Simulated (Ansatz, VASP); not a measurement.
**One calculation of MgO, two programs**

```xyz
4
Lattice="3.2399 0.0000 0.0000 -1.6200 2.8059 0.0000 0.0000 0.0000 5.2182" Properties=species:S:1:pos:R:3 pbc="T T T"
Mg    0.0000    1.8706   -0.1041
Mg    1.6200    0.9353    2.5050
O     0.0000    1.8706    2.0922
O     1.6200    0.9353    4.7013
```

Alike in both runs: task single point; functional PBEsol; k mesh 9 × 9 × 6; occupations gaussian, width 0.05 eV; no spin polarisation.

|  | VASP | Ansatz |
| --- | --- | --- |
| version | VASP 6.6.1 | Ansatz 0.2.0 |
| potentials or method | VASP PAW PBE potentials, release 64 (Mg, O), cutoff 520 eV | scalar-relativistic, plane waves, PAW |
| valence electrons in the cell | 16 | 32 |

```tsv
	VASP	Ansatz	Ansatz less VASP
gap on the k mesh at the Fermi level (eV)	3.26	3.27	+0.005
least direct gap on the mesh (eV)	3.26	3.27	+0.005
pressure (GPa)	2.7	2.9	+0.20
traceless stress, the component that is largest in VASP (GPa)	-12.28	-12.11	+0.167
rms of the force components (eV/Å)	0.478	0.471	-0.0075
```

VASP's potentials were made for PBE, not for PBEsol, and Ansatz warns of the same on its side. Atom by atom the forces differ by 0.007 eV/Å (rms over components). VASP's potentials hold 16 valence electrons a cell and Ansatz's 32, so a difference there can come from the potentials and not from the codes.
